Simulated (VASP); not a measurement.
Set up this calculation in VASP 6.6.1, as the native input.

```yaml
Task: single point
Functional: PBEsol
Potentials_or_basis: VASP PAW PBE potentials, release 64 (Hf_pv, Si)
Cutoff: 520 eV
k_mesh: 6 × 6 × 12
Occupations: gaussian, width 0.15 eV
Spin: no spin polarisation
Dipole_correction: no
Further_INCAR_settings: ALGO = Fast; EDIFF = 1e-06; NBANDS = 49
```

The structure of Hf3Si2 lies in POSCAR:

```
Hf3Si2
1.0
    6.9764609887      0.0000000000      0.0000000000
    0.0000000000      6.9764609887      0.0000000000
    0.0000000000      0.0000000000      3.6070281186
Hf Si
6 4
Direct
    0.6738642686      0.8261357314      0.5000000000
    0.8261357314      0.3261357314      0.5000000000
    0.3261357314      0.1738642686      0.5000000000
    0.1738642686      0.6738642686      0.5000000000
    0.5000000000      0.5000000000      0.0000000000
    0.0000000000      0.0000000000      0.0000000000
    0.6238117757      0.0951439454      0.0000000000
    0.8761882243      0.5951439454      0.0000000000
    0.1238117757      0.3475203940      0.0000000000
    0.3761882243      0.8475203940      0.0000000000
```

This cell differs from its parent crystal: all Si atoms moved -0.200 Å, as atom 7 along Cartesian [0 1 0].

One way to write it, as run:

INCAR

```
SYSTEM = Hf3Si2
PREC = Accurate ; ENCUT = 520
EDIFF = 1E-6 ; ISMEAR = 0
SIGMA = 0.15 ; LREAL = .False.
LASPH = .True. ; NELM = 60
ALGO = Fast ; ISIF = 2
LWAVE = .False. ; LCHARG = .True.
GGA = PS ; LELF = .True.
LVHAR = .True. ; NBANDS = 49
```

KPOINTS

```
regular mesh
0
Gamma
  6 6 12
  0 0 0
```

Potentials or basis: VASP PAW PBE potentials, release 64 (Hf_pv, Si).

Command:

```bash
$ cat potpaw_PBE.64/Hf_pv/POTCAR potpaw_PBE.64/Si/POTCAR > POTCAR
$ mpirun -np 1 vasp_std > vasp.out
```

It gave:

```
Pressure               : 1.9 GPa
Largest force          : 1.949 eV/Å
Band gap on the k mesh : zero (bands 38 and 39 overlap by 1.39 eV)
```

Caveat: the cell differs from its parent crystal (all Si atoms moved -0.200 Å, as atom 7 along Cartesian [0 1 0]); the PAW data sets were made with another functional, which shifts forces and pressure a little; spin-orbit coupling is left out, which moves the levels of the heavy elements.

It took 9.8 min on 1 thread of Intel(R) Xeon(R) 6975P-C (Granite Rapids), on a shared host, peak memory 0.76 GiB.
